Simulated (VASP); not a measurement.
## MnO: single point with PBEsol

The system is MnO.

```xyz
2
Lattice="-0.7025 1.9319 1.9319 1.9319 -0.7025 1.9319 1.9319 1.9319 -0.7025" Properties=species:S:1:pos:R:3 pbc="T T T"
Mn    0.0000    0.0000    0.0000
O     1.5807    1.5807    1.5807
```

This cell differs from its parent crystal: ratio of the length along [111] to the lengths across it x 0.6, volume and fractional coordinates fixed.

| Quantity | Value |
| --- | --- |
| Program | VASP 6.6.1 |
| Task | single point |
| Functional | PBEsol |
| Potentials or basis | VASP PAW PBE potentials, release 64 (Mn_pv, O) |
| Cutoff | 520 eV |
| k mesh | 20 × 20 × 20 |
| Occupations | gaussian, width 0.15 eV |
| Spin | collinear spin, ferromagnetic start |
| Starting moments | [4.41, 0.25] μB |

| Quantity | Value |
| --- | --- |
| Pressure | -11.4 GPa |
| Net moment | 4.83 μB per cell |
| Site moments | Mn +4.35; O +0.21 μB |
| Valence electrons inside the program's atomic spheres | Mn 11.31; O 4.90 |

Stress tensor (GPa, compression positive):
```
-11.40   6.83   6.83
  6.83 -11.40   6.83
  6.83   6.83 -11.40
```

Levels at points of the mesh, in eV from the Fermi level:
Spin up:
```csv
k point,band 9,band 10,band 11,band 12,band 13,band 14,band 15,band 16
"(0.00, 0.00, 0.00)",-2.33,-2.30,-2.07,-2.07,-0.51,13.81,13.81,14.92
"(0.50, 0.00, 0.00)",-2.33,-1.39,-0.51,0.16,4.08,6.49,13.07,15.70
"(0.50, 0.50, 0.00)",-2.47,-2.35,-2.19,-1.52,4.86,8.03,9.96,13.56
"(0.50, 0.50, 0.50)",-1.50,-0.79,0.24,0.24,3.71,6.70,6.70,12.64
```
Spin down:
```tsv
k point	band 3	band 4	band 5	band 6	band 7	band 8	band 9	band 10	band 11	band 12
(0.00, 0.00, 0.00)	-45.56	-18.83	-2.57	-2.57	-1.78	-0.37	-0.37	0.55	2.20	2.20
(0.50, 0.00, 0.00)	-45.55	-17.95	-6.91	-3.38	-2.25	0.34	1.71	2.71	2.90	3.33
(0.50, 0.50, 0.00)	-45.56	-17.56	-5.34	-4.81	-1.75	-0.35	1.07	1.67	1.80	2.95
(0.50, 0.50, 0.50)	-45.64	-16.95	-5.52	-5.29	-5.29	2.61	2.97	2.97	3.53	3.53
```

Run time: 15 min on 1 thread of Oxide Virtual Turin-like Processor, on a shared host, peak memory 0.52 GiB.

Caveat: the cell stands under tension; the PAW data sets were made with another functional, which shifts forces and pressure a little; a cell with one magnetic atom can't hold antiferromagnetic order, which such compounds often take; semilocal functionals often make such compounds metallic where correlation or magnetic order opens a gap, which also shifts bond lengths.
